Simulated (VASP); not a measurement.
Set up this calculation in VASP 6.6.1, as the native input.

- Task: single point
- Functional: r2SCAN
- Potentials or basis: VASP PAW PBE potentials, release 64 (Ag)
- Cutoff: 520 eV
- k mesh: 6 × 6 × 6
- Occupations: fermi-dirac, width 0.05 eV
- Spin: no spin polarisation
- Dipole correction: no
- Further INCAR settings: ALGO = Normal; EDIFF = 1e-07; NBANDS = 12

Ag:

```
Ag
1.0
    -1.61038    1.65353    1.61816
     1.65931   -1.66055    1.67410
     1.63933    1.68950   -1.62517
Ag
1
Cartesian
  0.0000 0.0000 0.0000
```

These files were run (other wordings do the same):

POSCAR

```
Ag
1.0
   -1.6103805100      1.6535326600      1.6181576800
    1.6593070500     -1.6605473000      1.6740988600
    1.6393304800      1.6894972700     -1.6251723200
Ag
1
Direct
    0.0000000000      0.0000000000      0.0000000000
```

INCAR.step1

```
SYSTEM = Ag
ALGO     = Normal         ! electronic algorithm
EDIFF    = 1E-4           ! SCF threshold, eV
ENCUT    = 520            ! plane-wave cutoff, eV
GGA      = PE             ! functional
ISMEAR   = -1             ! smearing method
LASPH    = .True.         ! aspherical terms in the spheres
LCHARG   = .False.        ! write CHGCAR
LREAL    = .False.        ! projectors in reciprocal space
LWAVE    = .True.         ! write WAVECAR
NBANDS   = 12             ! bands
NELM     = 80             ! most SCF steps
PREC     = Accurate       ! precision mode
SIGMA    = 0.05           ! smearing width, eV
```

INCAR.step2

```
SYSTEM = Ag
ALGO     = Normal         ! electronic algorithm
EDIFF    = 1E-7           ! SCF threshold, eV
ENCUT    = 520            ! plane-wave cutoff, eV
ISIF     = 2              ! what is computed and relaxed
ISMEAR   = -1             ! smearing method
ISTART   = 1            
LASPH    = .True.         ! aspherical terms in the spheres
LCHARG   = .False.        ! write CHGCAR
LMIXTAU  = .True.       
LREAL    = .False.        ! projectors in reciprocal space
LWAVE    = .False.        ! write WAVECAR
METAGGA  = R2SCAN         ! meta-GGA
NBANDS   = 12             ! bands
NELM     = 80             ! most SCF steps
PREC     = Accurate       ! precision mode
SIGMA    = 0.05           ! smearing width, eV
```

KPOINTS

```
k-points
0
Gamma
  6 6 6
  0 0 0
```

Potentials or basis: VASP PAW PBE potentials, release 64 (Ag).

Launch:

```console
$ cat potpaw_PBE.64/Ag/POTCAR > POTCAR
$ cp INCAR.step1 INCAR
$ mpirun -np 1 vasp_std > vasp.out
$ cp INCAR.step2 INCAR
$ mpirun -np 1 vasp_std > vasp.out
```

It gave:

```
Pressure               : -3.0 GPa
Band gap on the k mesh : zero (an odd number of electrons rules out a gap without spin polarisation)
```

Caveat: the k points lie up to 0.45 Å⁻¹ apart, too coarse for converged energies and pressures of a metal; the PAW data sets were made with another functional, which shifts forces and pressure a little.

It took 2.1 min on 1 thread of Intel(R) Xeon(R) Platinum 8375C CPU @ 2.90GHz (Ice Lake), on a shared host, peak memory 0.15 GiB.
